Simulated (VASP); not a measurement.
# MoS2 (P3m1) in VASP: single point with PBE+D3(BJ)

Aim: the single point of MoS2 with PBE+D3(BJ).

Everything below comes from runs of VASP 6.6.1. Logs are shortened: lines on timing, memory, paths and dates and some standing lists are left out, and cuts for length are marked.

### Step 1. The cell of the first run

Symmetry: P3m1, No. 156, trigonal system. Conventional cell: a = 3.153 Å, b = 3.153 Å, c = 17.840 Å, α = 90.00°, β = 90.00°, γ = 120.00°. Mo (site symmetry 3m) has 6 S at 2.40 Å and 6 Mo at 3.15 Å within 3.2 Å. Mo (site symmetry 3m) has 6 S at 2.40 Å and 6 Mo at 3.15 Å within 3.2 Å. Within 3.2 Å of Mo (site symmetry 3m) lie 6 S at 2.40 Å and 6 Mo at 3.15 Å. Within 3.2 Å of S (site symmetry 3m) lie 3 Mo at 2.40 Å and 7 S at 3.13 to 3.15 Å. Within 3.3 Å of S (site symmetry 3m) lie 3 Mo at 2.40 Å and 10 S at 3.13 to 3.27 Å. S (site symmetry 3m) has 3 Mo at 2.40 Å and 7 S at 3.13 to 3.15 Å within 3.2 Å. Within 3.2 Å of S (site symmetry 3m) lie 3 Mo at 2.40 Å and 7 S at 3.13 to 3.15 Å. S (site symmetry 3m) has 3 Mo at 2.40 Å and 7 S at 3.13 to 3.15 Å within 3.2 Å.

### Step 2. Single point, PBE+D3(BJ) (the distance across one plane changed)

INCAR reads:

```
ALGO = Normal
EDIFF = 1E-6
ENCUT = 520
GGA = PE
ISIF = 2
ISMEAR = 0
IVDW = 12
LASPH = T
LCHARG = F
LREAL = F
LWAVE = F
NBANDS = 49
NELM = 80
PREC = Accurate
SIGMA = 0.05
```

KPOINTS reads:

```
k-points
0
Gamma
  10 10 2
```

POSCAR reads:

```
MoS2
1.0
   -1.5764743774     -2.7305337185      0.0000000000
    1.5764743774     -2.7305337185      0.0000000000
    0.0000000000      0.0000000000     17.8396049492
Mo S
3 6
Direct
    1.0000000000      1.0000000000      0.8403744385
    0.3333333333      0.3333333333      0.1681022665
    0.6666666667      0.6666666667      0.5042383525
    1.0000000000      1.0000000000      0.5918440098
    0.3333333333      0.3333333333      0.9279800957
    0.6666666667      0.6666666667      0.2557079238
    1.0000000000      1.0000000000      0.4165468315
    0.3333333333      0.3333333333      0.7526829174
    0.6666666667      0.6666666667      0.0804107455
```

Potentials or basis: VASP PAW PBE potentials, release 64 (Mo_sv, S).

Launch:

```
cat potpaw_PBE.64/Mo_sv/POTCAR potpaw_PBE.64/S/POTCAR > POTCAR
mpirun -np 1 vasp_std > vasp.out
```

OUTCAR:

```text
EDIFF = 1E-6
   ENCUT = 520
   GGA = PE
   ISIF = 2
   ISMEAR = 0
   IVDW = 12
   LASPH = T
   LREAL = F
   NELM = 80
   PREC = Accurate
 IVDW          = 12

 ion  position               nearest neighbor table
   1  0.000  0.000  0.840-   5 2.40   5 2.40   5 2.40   8 2.40   8 2.40   8 2.40
   2  0.333  0.333  0.168-   6 2.40   6 2.40   6 2.40   9 2.40   9 2.40   9 2.40
   3  0.667  0.667  0.504-   4 2.40   4 2.40   4 2.40   7 2.40   7 2.40   7 2.40
   4  0.000  0.000  0.592-   3 2.40   3 2.40   3 2.40
   5  0.333  0.333  0.928-   1 2.40   1 2.40   1 2.40
   6  0.667  0.667  0.256-   2 2.40   2 2.40   2 2.40
   7  0.000  0.000  0.417-   3 2.40   3 2.40   3 2.40
   8  0.333  0.333  0.753-   1 2.40   1 2.40   1 2.40
   9  0.667  0.667  0.080-   2 2.40   2 2.40   2 2.40

  LATTYP: Found a hexagonal cell.
 ALAT       =     3.1529487548
 C/A-ratio  =     5.6580700596

  Lattice vectors:

 A1 = (  -1.5764743774,   2.7305337185,   0.0000000000)
 A2 = (  -1.5764743774,  -2.7305337185,   0.0000000000)
 A3 = (   0.0000000000,   0.0000000000,  17.8396049492)

Analysis of symmetry for initial positions (statically):
=====================================================================
 Subroutine PRICEL returns:
 Original cell was already a primitive cell.

 Routine SETGRP: Setting up the symmetry group for a
 hexagonal supercell.

 Subroutine GETGRP returns: Found  6 space group operations
 (whereof  6 operations were pure point group operations)
 out of a pool of 24 trial point group operations.

The static configuration has the point symmetry C_3v.

Analysis of symmetry for dynamics (positions and initial velocities):
=====================================================================
 Subroutine PRICEL returns:
 Original cell was already a primitive cell.

 Routine SETGRP: Setting up the symmetry group for a
 hexagonal supercell.

 Subroutine GETGRP returns: Found  6 space group operations
 (whereof  6 operations were pure point group operations)
 out of a pool of 24 trial point group operations.

The dynamic configuration has the point symmetry C_3v.

 Subroutine INISYM returns: Found  6 space group operations
 (whereof  6 operations are pure point group operations),
 and found     1 'primitive' translations

----------------------------------------------------------------------------------------

                                     Primitive cell

  volume of cell :     153.5853

  direct lattice vectors                    reciprocal lattice vectors
    -1.576474377 -2.730533718  0.000000000    -0.317163417 -0.183114384  0.000000000
     1.576474377 -2.730533718  0.000000000     0.317163417 -0.183114384  0.000000000
     0.000000000  0.000000000 17.839604949     0.000000000  0.000000000  0.056055053

  length of vectors
     3.152948755  3.152948755 17.839604949     0.366228768  0.366228768  0.056055053

  position of ions in fractional coordinates (direct lattice)
     0.000000000  0.000000000  0.840374438
     0.333333333  0.333333333  0.168102267
     0.666666667  0.666666667  0.504238353
     0.000000000  0.000000000  0.591844010
     0.333333333  0.333333333  0.927980096
     0.666666667  0.666666667  0.255707924
     0.000000000  0.000000000  0.416546831
     0.333333333  0.333333333  0.752682917
     0.666666667  0.666666667  0.080410745

  ion indices of the primitive-cell ions
   primitive index   ion index
                 1           1
                 2           2
                 3           3
                 4           4
                 5           5
                 6           6
                 7           7
                 8           8
                 9           9

----------------------------------------------------------------------------------------

 KPOINTS: k-points

Automatic generation of k-mesh.
 Grid dimensions read from file:
 generate k-points for:   10   10    2

 Generating k-lattice:

  Cartesian coordinates                     Fractional coordinates (reciprocal lattice)
    -0.031716342 -0.018311438  0.000000000     0.100000000  0.000000000  0.000000000
     0.031716342 -0.018311438  0.000000000     0.000000000  0.100000000  0.000000000
     0.000000000  0.000000000  0.028027526     0.000000000  0.000000000  0.500000000

  Length of vectors
     0.036622877  0.036622877  0.028027526

  Shift w.r.t. Gamma in fractional coordinates (k-lattice)
     0.000000000  0.000000000  0.000000000

 Subroutine IBZKPT returns following result:
 ===========================================

 Found     28 irreducible k-points:

 Following reciprocal coordinates:
            Coordinates               Weight
  0.000000  0.000000  0.000000      1.000000
  0.100000 -0.000000  0.000000      6.000000
  0.200000 -0.000000  0.000000      6.000000
  0.300000 -0.000000  0.000000      6.000000
  0.400000 -0.000000  0.000000      6.000000
  0.500000 -0.000000  0.000000      3.000000
[... 16 lines left out ...]
  0.400000  0.100000  0.500000     12.000000
  0.500000  0.100000  0.500000     12.000000
 [... further k-points ...]
   k-points           NKPTS =     28   k-points in BZ     NKDIM =     28   number of bands    NBANDS=     49
   number of dos      NEDOS =    301   number of ions     NIONS =      9
   total plane-waves  NPLWV =  80640
   dimension x,y,z NGX =    24 NGY =   24 NGZ =  140
   dimension x,y,z NGXF=    48 NGYF=   48 NGZF=  280
   ions per type =               3   6
   NGX,Y,Z   is equivalent  to a cutoff of  12.65, 12.65, 13.05 a.u.
   NGXF,Y,Z  is equivalent  to a cutoff of  25.31, 25.31, 26.09 a.u.
 SYSTEM =  unknown system
   PREC   = accura    normal or accurate (medium, high low for compatibility)
   ISTART =      0    job   : 0-new  1-cont  2-samecut
   ICHARG =      2    charge: 1-file 2-atom 10-const
   ISPIN  =      1    spin polarized calculation?
   LNONCOLLINEAR =      F non collinear calculations
   LSORBIT =      F    spin-orbit coupling
   LASPH  =      T    aspherical Exc in radial PAW
   ENCUT  =  520.0 eV  38.22 Ry    6.18 a.u.   5.86  5.86 33.17*2*pi/ulx,y,z
   NELM   =     80;   NELMIN=  2; NELMDL= -5     # of ELM steps
   EDIFF  = 0.1E-05   stopping-criterion for ELM
   LREAL  =      F    real-space projection
   EDIFFG = 0.1E-04   stopping-criterion for IOM
   NSW    =      0    number of steps for IOM
   IBRION =     -1    ionic relax: 0-MD 1-quasi-New 2-CG
   NFREE  =      0    steps in history (QN), initial steepest desc. (CG)
   ISIF   =      2    stress and relaxation
   ISYM   =      2    0-nonsym 1-usesym 2-fastsym
   POTIM  = 0.5000    time-step for ionic-motion
   TEBEG  =    0.0;   TEEND  =   0.0 temperature during run
   PSTRESS=    0.0 pullay stress
   NELECT =      78.0000    total number of electrons
   NUPDOWN=      -1.0000    fix difference up-down
   EMIN   =  10.00;   EMAX   =-10.00  energy-range for DOS
   EFERMI =   0.00;   METHOD = LEGACY
   ISMEAR =     0;   SIGMA  =   0.05  broadening in eV -4-tet -1-fermi 0-gaus
   EFERMI_NEDOS =   21; number of points for ismear=-14 and -15
   IALGO  =     38    algorithm
   IMIX   =      4    mixing-type and parameters
     AMIX     =   0.40;   BMIX     =  1.00
     AMIX_MAG =   1.60;   BMIX_MAG =  1.00
  volume/ion in A,a.u.               =      17.07       115.16
  Fermi-wavevector in a.u.,A,eV,Ry     =   1.306140  2.468247 23.211570  1.706002
  Thomas-Fermi vector in A             =   2.436962
   LORBIT       =      0    0 simple, 1 ext, 2 COOP (PROOUT), +10 PAW based schemes
   GGA     = PE    functional components
   LHFCALC =     F    Hartree Fock is set to
   AEXX    =    0.0000 exact exchange contribution
   IVDW    =    12    specifies the selected vdW correction
   LEPSILON=     F    determine dielectric tensor
   LRPA    =     F    only Hartree local field effects (RPA)
 non-spin polarized calculation
 Gauss-broadening in eV      SIGMA  =   0.05
  energy-cutoff  :      520.00
  volume of cell :      153.59
 maximum number of plane-waves:      4168
   NGX = 11   NGY = 11   NGZ = 67

 number of electron      77.9999999 magnetization

 Free energy of the ion-electron system (eV)
  ---------------------------------------------------
  ext. energy  EPLUGINS =         0.00000000
  ---------------------------------------------------
  free energy    TOTEN  =       -65.25420004 eV

  energy without entropy =      -65.25420004  energy(sigma->0) =      -65.25420004

 E-fermi :   8.4804     XC(G=0): -11.1138

 val. band max:        8.2586241387   @ k =   0.0000   0.0000   0.5000
 cond. band min:       9.0039515840   @ k =   0.4000   0.2000   0.0000
 fundamental gap:      0.7453274453
 Fermi energy:         8.4804142561

 k-point     1 :       0.0000    0.0000    0.0000
  band No.  band energies     occupation
      1     -53.4102      2.00000
      2     -53.3974      2.00000
      3     -53.3854      2.00000
      4     -27.5750      2.00000
      5     -27.5622      2.00000
      6     -27.5506      2.00000
[... 41 lines left out ...]
     48      10.4611      0.00000
     49      10.4630      0.00000

 k-point     2 :       0.1000   -0.0000    0.0000
  band No.  band energies     occupation
      1     -53.4061      2.00000
      2     -53.3934      2.00000
      3     -53.3813      2.00000
      4     -27.5671      2.00000
      5     -27.5543      2.00000
      6     -27.5427      2.00000
[... 41 lines left out ...]
     48      10.3367      0.00000
     49      10.4845      0.00000

 k-point     3 :       0.2000   -0.0000    0.0000
  band No.  band energies     occupation
      1     -53.3955      2.00000
      2     -53.3828      2.00000
      3     -53.3707      2.00000
      4     -27.5464      2.00000
      5     -27.5335      2.00000
      6     -27.5220      2.00000
[... 41 lines left out ...]
     48      10.5392      0.00000
     49      10.9252      0.00000

 k-point     4 :       0.3000   -0.0000    0.0000
  band No.  band energies     occupation
      1     -53.3824      2.00000
      2     -53.3696      2.00000
      3     -53.3576      2.00000
      4     -27.6049      2.00000
      5     -27.5916      2.00000
      6     -27.5800      2.00000
[... 977 lines left out ...]
     48      10.5972      0.00000
     49      11.5412      0.00000

 k-point    23 :       0.4000    0.1000    0.5000
  band No.  band energies     occupation
      1     -53.3750      2.00000
      2     -53.3623      2.00000
      3     -53.3502      2.00000
      4     -27.6578      2.00000
      5     -27.6444      2.00000
      6     -27.6328      2.00000
[... 41 lines left out ...]
     48      11.0884      0.00000
     49      11.8021      0.00000

 k-point    24 :       0.5000    0.1000    0.5000
  band No.  band energies     occupation
      1     -53.3676      2.00000
      2     -53.3549      2.00000
      3     -53.3428      2.00000
      4     -27.7223      2.00000
      5     -27.7090      2.00000
      6     -27.6973      2.00000
[... 41 lines left out ...]
     48      11.4424      0.00000
     49      11.6923      0.00000

 [... further k-points ...]

------------------------ aborting loop because EDIFF is reached ----------------------------------------

 Edisp (eV)   -3.99846

 E8    (eV) :    -1.6125

  FORCE on cell =-STRESS in cart. coord.  units (eV):
  Direction    XX          YY          ZZ          XY          YZ          ZX
  --------------------------------------------------------------------------------------
  -------------------------------------------------------------------------------------
  Total      -0.05020    -0.05020     0.10465     0.00000    -0.00000     0.00000
  in kB      -0.52368    -0.52368     1.09166     0.00000    -0.00000     0.00000
  external pressure =        0.01 kB  Pullay stress =        0.00 kB

 VOLUME and BASIS-vectors are now :
 -----------------------------------------------------------------------------
  energy-cutoff  :      520.00
  volume of cell :      153.59
      direct lattice vectors                 reciprocal lattice vectors
    -1.576474377 -2.730533718  0.000000000    -0.317163417 -0.183114384  0.000000000
     1.576474377 -2.730533718  0.000000000     0.317163417 -0.183114384  0.000000000
     0.000000000  0.000000000 17.839604949     0.000000000  0.000000000  0.056055053

 POSITION                                       TOTAL-FORCE (eV/Angst)
 -----------------------------------------------------------------------------------
      0.00000      0.00000     14.99195         0.000000     -0.000000     -0.003368
      0.00000     -1.82036      2.99888        -0.000000      0.000000      0.018040
      0.00000     -3.64071      8.99541         0.000000     -0.000000     -0.001941
      0.00000      0.00000     10.55826         0.000000      0.000000     -0.013323
      0.00000     -1.82036     16.55480         0.000000     -0.000000     -0.112365
      0.00000     -3.64071      4.56173        -0.000000      0.000000     -0.018076
      0.00000      0.00000      7.43103         0.000000      0.000000      0.015287
      0.00000     -1.82036     13.42757         0.000000     -0.000000      0.013803
      0.00000     -3.64071      1.43450         0.000000     -0.000000      0.101943
 -----------------------------------------------------------------------------------
    total drift:                                0.000000      0.000000     -0.000047

  FREE ENERGIE OF THE ION-ELECTRON SYSTEM (eV)
  ---------------------------------------------------
  free  energy   TOTEN  =       -69.2526626590 eV

  energy  without entropy=      -69.2526626590  energy(sigma->0) =      -69.25266266
```

It took 6.4 min on 1 thread of Intel Xeon 8259CL, shared host; peak memory 0.35 GiB.

Results:

```
Free energy                : -69.2527 eV
Pressure                   : 0.0 GPa
Largest force              : 0.112 eV/Å
Band gap on the k mesh     : 0.75 eV
Dispersion energy per atom : -0.444 eV
```

Forces in eV/Å, atoms in the order of the input:
```
Mo   0.000  0.000 -0.003
Mo   0.000  0.000  0.018
Mo   0.000  0.000 -0.002
S    0.000  0.000 -0.013
S    0.000  0.000 -0.112
S    0.000  0.000 -0.018
S    0.000  0.000  0.015
S    0.000  0.000  0.014
S    0.000  0.000  0.102
```

Stress tensor (GPa, compression positive):
```
-0.05  0.00  0.00
 0.00 -0.05  0.00
 0.00  0.00  0.11
```

Caveat: the cell differs from its parent crystal (the distance across one plane changed).
